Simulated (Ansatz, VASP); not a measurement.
**One calculation of MgS, two programs**

```
Mg S
1.0
     4.02863    0.00000    0.00000
    -2.01431    3.48889    0.00000
     0.00000    0.00000    6.27883
Mg S
2 2
Cartesian
  0.0000 2.3259 -0.0395
  2.0143 1.1630 3.1000
  0.0000 2.3259 2.3940
  2.0143 1.1630 5.5334
```

Change from the starting cell: uniaxial_z strain -2.7%.

Alike in both runs: task single point; functional r2SCAN; k mesh 12 × 12 × 4; no spin polarisation.

|  | VASP | Ansatz |
| --- | --- | --- |
| version | VASP 6.6.1 | Ansatz 0.2.0 |
| potentials or method | VASP PAW PBE potentials, release 64 (Mg, S) | plane waves, PAW |
| plane-wave cutoff (eV) | 520 | 500 |
| occupations | gaussian, width 0.01 eV | fixed |
| valence electrons in the cell | 16 | 32 |

```tsv
	VASP	Ansatz	Ansatz less VASP
gap on the k mesh at the Fermi level (eV)	4.17	4.18	+0.013
pressure (GPa)	1.4	1.6	+0.29
traceless stress, the component that is largest in VASP (GPa)	0.72	0.70	-0.024
```

VASP's potentials were made for PBE, not for r2SCAN. VASP's potentials hold 16 valence electrons a cell and Ansatz's 32, so a difference there can come from the potentials and not from the codes.
